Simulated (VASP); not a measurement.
# C (P6/mmm) in VASP: further runs

C is run at these levels: PBE; tasks: single point, relaxation of cell and atoms.

Everything below comes from runs of VASP 6.6.1. Logs are shortened: lines on timing, memory, paths and dates and some standing lists are left out, and cuts for length are marked.

## (1) The cell of the first run

Symmetry: P6/mmm, No. 191, hexagonal system. The conventional cell has a = 2.466 Å, b = 2.466 Å, c = 4.406 Å, α = 90.00°, β = 90.00°, γ = 120.00°. Within 1.9 Å of C (site symmetry -6m2) lie 3 C at 1.42 Å.

## (2) Single point, PBE

Contents of INCAR:

```
SYSTEM = C
  PREC = Accurate
  ENCUT = 520
  EDIFF = 1E-6
  ISMEAR = 0
  SIGMA = 0.1
  LREAL = .FALSE.
  LASPH = .TRUE.
  NELM = 80
  ALGO = Normal
  ISIF = 2
  LWAVE = .FALSE.
  LCHARG = .FALSE.
  GGA = PE
  NBANDS = 11
```

Contents of KPOINTS:

```
Automatic mesh
0
G
  24 24 14
  0 0 0
```

Contents of POSCAR:

```
C
1.0
    2.4664980817      0.0000000000      0.0000000000
   -1.2332490409      2.1360499972      0.0000000000
    0.0000000000      0.0000000000      4.4057690703
C
2
Direct
    0.3333333333      0.6666666667      0.5000000000
    0.6666666667      0.3333333333      0.5000000000
```

Potentials or basis: VASP PAW PBE potentials, release 64 (C).

Launch:

```console
cat potpaw_PBE.64/C/POTCAR > POTCAR
mpirun -np 1 vasp_std > vasp.out
```

OUTCAR:

```text
SYSTEM = C
   PREC = Accurate
   ENCUT = 520
   EDIFF = 1E-6
   ISMEAR = 0
   LREAL = .FALSE.
   LASPH = .TRUE.
   NELM = 80
   ISIF = 2
   GGA = PE

 ion  position               nearest neighbor table
   1  0.333  0.667  0.500-   2 1.42   2 1.42   2 1.42
   2  0.667  0.333  0.500-   1 1.42   1 1.42   1 1.42

  LATTYP: Found a hexagonal cell.
 ALAT       =     2.4664980817
 C/A-ratio  =     1.7862446774

  Lattice vectors:

 A1 = (   2.4664980817,   0.0000000000,   0.0000000000)
 A2 = (  -1.2332490409,   2.1360499972,   0.0000000000)
 A3 = (   0.0000000000,   0.0000000000,   4.4057690703)

Analysis of symmetry for initial positions (statically):
=====================================================================
 Subroutine PRICEL returns:
 Original cell was already a primitive cell.

 Routine SETGRP: Setting up the symmetry group for a
 hexagonal supercell.

 Subroutine GETGRP returns: Found 24 space group operations
 (whereof 24 operations were pure point group operations)
 out of a pool of 24 trial point group operations.

The static configuration has the point symmetry D_6h.

Analysis of symmetry for dynamics (positions and initial velocities):
=====================================================================
 Subroutine PRICEL returns:
 Original cell was already a primitive cell.

 Routine SETGRP: Setting up the symmetry group for a
 hexagonal supercell.

 Subroutine GETGRP returns: Found 24 space group operations
 (whereof 24 operations were pure point group operations)
 out of a pool of 24 trial point group operations.

The dynamic configuration has the point symmetry D_6h.

 Subroutine INISYM returns: Found 24 space group operations
 (whereof 24 operations are pure point group operations),
 and found     1 'primitive' translations

----------------------------------------------------------------------------------------

                                     Primitive cell

  volume of cell :      23.2121

  direct lattice vectors                    reciprocal lattice vectors
     2.466498082  0.000000000  0.000000000     0.405433115  0.234076918  0.000000000
    -1.233249041  2.136049997  0.000000000     0.000000000  0.468153836  0.000000000
     0.000000000  0.000000000  4.405769070     0.000000000  0.000000000  0.226975128

  length of vectors
     2.466498082  2.466498082  4.405769070     0.468153836  0.468153836  0.226975128

  position of ions in fractional coordinates (direct lattice)
     0.333333333  0.666666667  0.500000000
     0.666666667  0.333333333  0.500000000

  ion indices of the primitive-cell ions
   primitive index   ion index
                 1           1
                 2           2

----------------------------------------------------------------------------------------

 KPOINTS: Automatic mesh

Automatic generation of k-mesh.
 Grid dimensions read from file:
 generate k-points for:   24   24   14

 Generating k-lattice:

  Cartesian coordinates                     Fractional coordinates (reciprocal lattice)
     0.016893046  0.009753205  0.000000000     0.041666667  0.000000000  0.000000000
     0.000000000  0.019506410  0.000000000     0.000000000  0.041666667  0.000000000
     0.000000000  0.000000000  0.016212509     0.000000000  0.000000000  0.071428571

  Length of vectors
     0.019506410  0.019506410  0.016212509

  Shift w.r.t. Gamma in fractional coordinates (k-lattice)
     0.000000000  0.000000000  0.000000000

 Subroutine IBZKPT returns following result:
 ===========================================

 Found    488 irreducible k-points:

 Following reciprocal coordinates:
            Coordinates               Weight
  0.000000  0.000000  0.000000      1.000000
  0.041667  0.000000  0.000000      6.000000
  0.083333  0.000000  0.000000      6.000000
  0.125000 -0.000000  0.000000      6.000000
  0.166667 -0.000000  0.000000      6.000000
  0.208333 -0.000000  0.000000      6.000000
[... 16 lines left out ...]
  0.416667  0.041667  0.000000     12.000000
  0.458333  0.041667  0.000000     12.000000
 [... further k-points ...]
   k-points           NKPTS =    488   k-points in BZ     NKDIM =    488   number of bands    NBANDS=     11
   number of dos      NEDOS =    301   number of ions     NIONS =      2
   total plane-waves  NPLWV =  11664
   dimension x,y,z NGX =    18 NGY =   18 NGZ =   36
   dimension x,y,z NGXF=    36 NGYF=   36 NGZF=   72
   ions per type =               2
   NGX,Y,Z   is equivalent  to a cutoff of  12.13, 12.13, 13.58 a.u.
   NGXF,Y,Z  is equivalent  to a cutoff of  24.26, 24.26, 27.17 a.u.
 SYSTEM =  C
   PREC   = accura    normal or accurate (medium, high low for compatibility)
   ISTART =      0    job   : 0-new  1-cont  2-samecut
   ICHARG =      2    charge: 1-file 2-atom 10-const
   ISPIN  =      1    spin polarized calculation?
   LNONCOLLINEAR =      F non collinear calculations
   LSORBIT =      F    spin-orbit coupling
   LASPH  =      T    aspherical Exc in radial PAW
   ENCUT  =  520.0 eV  38.22 Ry    6.18 a.u.   4.59  4.59  8.19*2*pi/ulx,y,z
   NELM   =     80;   NELMIN=  2; NELMDL= -5     # of ELM steps
   EDIFF  = 0.1E-05   stopping-criterion for ELM
   LREAL  =      F    real-space projection
   EDIFFG = 0.1E-04   stopping-criterion for IOM
   NSW    =      0    number of steps for IOM
   IBRION =     -1    ionic relax: 0-MD 1-quasi-New 2-CG
   NFREE  =      0    steps in history (QN), initial steepest desc. (CG)
   ISIF   =      2    stress and relaxation
   ISYM   =      2    0-nonsym 1-usesym 2-fastsym
   POTIM  = 0.5000    time-step for ionic-motion
   TEBEG  =    0.0;   TEEND  =   0.0 temperature during run
   PSTRESS=    0.0 pullay stress
   NELECT =       8.0000    total number of electrons
   NUPDOWN=      -1.0000    fix difference up-down
   EMIN   =  10.00;   EMAX   =-10.00  energy-range for DOS
   EFERMI =   0.00;   METHOD = LEGACY
   ISMEAR =     0;   SIGMA  =   0.10  broadening in eV -4-tet -1-fermi 0-gaus
   EFERMI_NEDOS =   21; number of points for ismear=-14 and -15
   IALGO  =     38    algorithm
   IMIX   =      4    mixing-type and parameters
     AMIX     =   0.40;   BMIX     =  1.00
     AMIX_MAG =   1.60;   BMIX_MAG =  1.00
  volume/ion in A,a.u.               =      11.61        78.32
  Fermi-wavevector in a.u.,A,eV,Ry     =   1.147802  2.169031 17.924977  1.317449
  Thomas-Fermi vector in A             =   2.284480
   LORBIT       =      0    0 simple, 1 ext, 2 COOP (PROOUT), +10 PAW based schemes
   GGA     = PE    functional components
   LHFCALC =     F    Hartree Fock is set to
   AEXX    =    0.0000 exact exchange contribution
   IVDW    =     0    specifies the selected vdW correction
   LEPSILON=     F    determine dielectric tensor
   LRPA    =     F    only Hartree local field effects (RPA)
 non-spin polarized calculation
 Gauss-broadening in eV      SIGMA  =   0.10
  energy-cutoff  :      520.00
  volume of cell :       23.21
 maximum number of plane-waves:       647
   NGX =  9   NGY =  9   NGZ = 17

 number of electron       7.9999998 magnetization

 Free energy of the ion-electron system (eV)
  ---------------------------------------------------
  ext. energy  EPLUGINS =         0.00000000
  ---------------------------------------------------
  free energy    TOTEN  =       -18.45274408 eV

  energy without entropy =      -18.45249471  energy(sigma->0) =      -18.45261940

 E-fermi :   2.5672     XC(G=0):  -8.5167

 val. band max:        2.5440056552   @ k =   0.3333   0.3333   0.2857
 cond. band min:       2.5892687727   @ k =   0.3333   0.3333   0.2143
 fundamental gap:      0.0452631174
 Fermi energy:         2.5672484628

 k-point     1 :       0.0000    0.0000    0.0000
  band No.  band energies     occupation
      1     -16.9616      2.00000
      2      -4.8482      2.00000
      3      -0.4781      2.00000
      4      -0.4781      2.00000
      5       5.5697      0.00000
      6      10.8667      0.00000
      7      10.8667      0.00000
      8      14.0013      0.00000
      9      15.0290      0.00000
     10      18.2494      0.00000
     11      24.9665      0.00000

 k-point     2 :       0.0417    0.0000    0.0000
  band No.  band energies     occupation
      1     -16.9205      2.00000
      2      -4.7996      2.00000
      3      -0.6473      2.00000
      4      -0.5672      2.00000
      5       5.6235      0.00000
      6      10.8909      0.00000
      7      11.0453      0.00000
      8      13.8589      0.00000
      9      15.1012      0.00000
     10      18.2793      0.00000
     11      25.1086      0.00000

 k-point     3 :       0.0833    0.0000    0.0000
  band No.  band energies     occupation
      1     -16.7974      2.00000
      2      -4.6543      2.00000
      3      -1.1293      2.00000
      4      -0.8163      2.00000
      5       5.7848      0.00000
      6      10.9345      0.00000
      7      11.5614      0.00000
      8      13.4459      0.00000
      9      15.3296      0.00000
     10      18.3649      0.00000
     11      25.2910      0.00000

 k-point     4 :       0.1250   -0.0000    0.0000
  band No.  band energies     occupation
      1     -16.5926      2.00000
      2      -4.4131      2.00000
      3      -1.8605      2.00000
      4      -1.1803      2.00000
      5       6.0539      0.00000
      6      10.9417      0.00000
      7      12.3666      0.00000
      8      12.7953      0.00000
      9      15.7294      0.00000
     10      18.4947      0.00000
     11      25.4357      0.00000

 k-point     5 :       0.1667   -0.0000    0.0000
  band No.  band energies     occupation
      1     -16.3067      2.00000
      2      -4.0780      2.00000
      3      -2.7679      2.00000
      4      -1.6079      2.00000
      5       6.4306      0.00000
      6      10.8805      0.00000
      7      11.9522      0.00000
      8      13.4020      0.00000
      9      16.2834      0.00000
     10      18.6512      0.00000
     11      25.5901      0.00000
[... 211 lines left out ...]
 k-point    21 :       0.3333    0.0417    0.0000
  band No.  band energies     occupation
      1     -14.0208      2.00000
      2      -7.5951      2.00000
      3      -3.4992      2.00000
      4      -1.5085      2.00000
      5       7.0154      0.00000
      6       9.4642      0.00000
      7      10.3912      0.00000
      8      17.2716      0.00000
      9      18.8243      0.00000
     10      19.4969      0.00000
     11      22.5888      0.00000

 k-point    22 :       0.3750    0.0417    0.0000
  band No.  band energies     occupation
      1     -13.3214      2.00000
      2      -8.6440      2.00000
      3      -3.7373      2.00000
      4      -0.8023      2.00000
      5       5.9609      0.00000
      6      10.1561      0.00000
      7      10.5300      0.00000
      8      16.3352      0.00000
      9      18.7199      0.00000
     10      20.5756      0.00000
     11      23.0650      0.00000

 k-point    23 :       0.4167    0.0417    0.0000
  band No.  band energies     occupation
      1     -12.5715      2.00000
      2      -9.6322      2.00000
      3      -3.8989      2.00000
      4      -0.1469      2.00000
      5       5.0643      0.00000
      6      10.1363      0.00000
      7      11.5124      0.00000
      8      15.1196      0.00000
      9      18.6256      0.00000
     10      21.5301      0.00000
     11      23.6654      0.00000

 k-point    24 :       0.4583    0.0417    0.0000
  band No.  band energies     occupation
      1     -11.8575      2.00000
      2     -10.4668      2.00000
      3      -3.9805      2.00000
      4       0.2950      2.00000
      5       4.4992      0.00000
      6      10.0991      0.00000
      7      12.6342      0.00000
      8      13.8746      0.00000
      9      18.5711      0.00000
     10      22.1053      0.00000
     11      24.0770      0.00000

 [... further k-points ...]

------------------------ aborting loop because EDIFF is reached ----------------------------------------

  FORCE on cell =-STRESS in cart. coord.  units (eV):
  Direction    XX          YY          ZZ          XY          YZ          ZX
  --------------------------------------------------------------------------------------
  -------------------------------------------------------------------------------------
  Total        0.0767083      0.0767083     -0.0001077     -0.0000000     -0.0000000      0.0000000
  in kB        5.2946692      5.2946692     -0.0074331     -0.0000000     -0.0000000      0.0000000
  external PRESSURE =       3.5273018 kB  Pullay stress =       0.0000000 kB

 VOLUME and BASIS-vectors are now :
 -----------------------------------------------------------------------------
  energy-cutoff  :      520.00
  volume of cell :       23.21
      direct lattice vectors                 reciprocal lattice vectors
     2.466498082  0.000000000  0.000000000     0.405433115  0.234076918  0.000000000
    -1.233249041  2.136049997  0.000000000     0.000000000  0.468153836  0.000000000
     0.000000000  0.000000000  4.405769070     0.000000000  0.000000000  0.226975128

 POSITION                                       TOTAL-FORCE (eV/Angst)
 -----------------------------------------------------------------------------------
     -0.00000      1.42403      2.20288        -0.000000      0.000000      0.000000
      1.23325      0.71202      2.20288         0.000000      0.000000      0.000000
 -----------------------------------------------------------------------------------
    total drift:                                0.000000     -0.000000     -0.000000

  FREE ENERGIE OF THE ION-ELECTRON SYSTEM (eV)
  ---------------------------------------------------
  free  energy   TOTEN  =       -18.4527440833 eV

  energy  without entropy=      -18.4524947113  energy(sigma->0) =      -18.45261940
```

Wall time 35 s (1 thread of Intel Xeon 6975P-C (Granite Rapids), shared host); peak memory 0.2 GiB.

Results:

- Free energy: -18.4527 eV
- Pressure: 0.4 GPa
- Band gap on the k mesh: zero (bands 4 and 5 overlap by 0.20 eV)

Levels at points of the mesh, in eV from the Fermi level:
```csv
k point,band 1,band 2,band 3,band 4,band 5,band 6,band 7,band 8,band 9
"(0.00, 0.00, 0.00)",-19.53,-7.42,-3.05,-3.05,3.00,8.30,8.30,11.43,12.46
"(0.50, 0.00, 0.00)",-14.29,-13.24,-6.42,-2.25,1.86,7.34,10.51,10.78,16.29
"(0.00, 0.00, 0.50)",-19.50,-7.80,-3.04,-3.04,6.03,8.31,8.31,9.70,11.40
"(0.50, 0.00, 0.50)",-14.27,-13.23,-6.42,-2.47,1.50,7.38,12.33,13.47,15.81
```

Caveat: this functional lacks dispersion, which binds layers or chains, so the pressure and a relaxed spacing across them are unreliable.

[end of part 1 of 2]

The gap in the log of VASP goes by the Fermi energy; the results here count the filled bands.